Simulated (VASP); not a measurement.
A run of VASP 6.6.1:

Contents of INCAR:

```
  PREC = Accurate
  ENCUT = 520
  EDIFF = 1E-6
  ISMEAR = -1
  SIGMA = 0.02
  LREAL = False
  LASPH = True
  NELM = 80
  ALGO = Normal
  ISIF = 2
  LWAVE = False
  LCHARG = True
  GGA = PE
  LELF = True
  LVHAR = True
  NBANDS = 28
```

KPOINTS

```
regular mesh
0
Gamma
  6 6 4
```

POSCAR

```
TePb
1.0
    4.5252809504      0.0000000000      0.0000000000
   -2.2626404752      3.9190082623      0.0000000000
    0.0000000000      0.0000000000      7.8773103078
Pb Te
2 2
Direct
    0.0000000000      0.0000000000      0.0000000000
    0.0000000000      0.0000000000      0.5000000000
    0.3333333333      0.6666666667      0.2500000000
    0.6666666667      0.3333333333      0.7500000000
```

Potentials or basis: VASP PAW PBE potentials, release 64 (Pb_d, Te).

The run is started by

```sh
$ cat potpaw_PBE.64/Pb_d/POTCAR potpaw_PBE.64/Te/POTCAR > POTCAR
$ mpirun -np 1 vasp_std > vasp.out
```

Hardware: 1 thread of Intel(R) Xeon(R) 6975P-C (Granite Rapids) (shared host).

How long does it take, and how much memory?

It took 42 s on 1 thread of Intel(R) Xeon(R) 6975P-C (Granite Rapids), on a shared host, peak memory 0.29 GiB. Counts: scf iterations 13, k points 21.
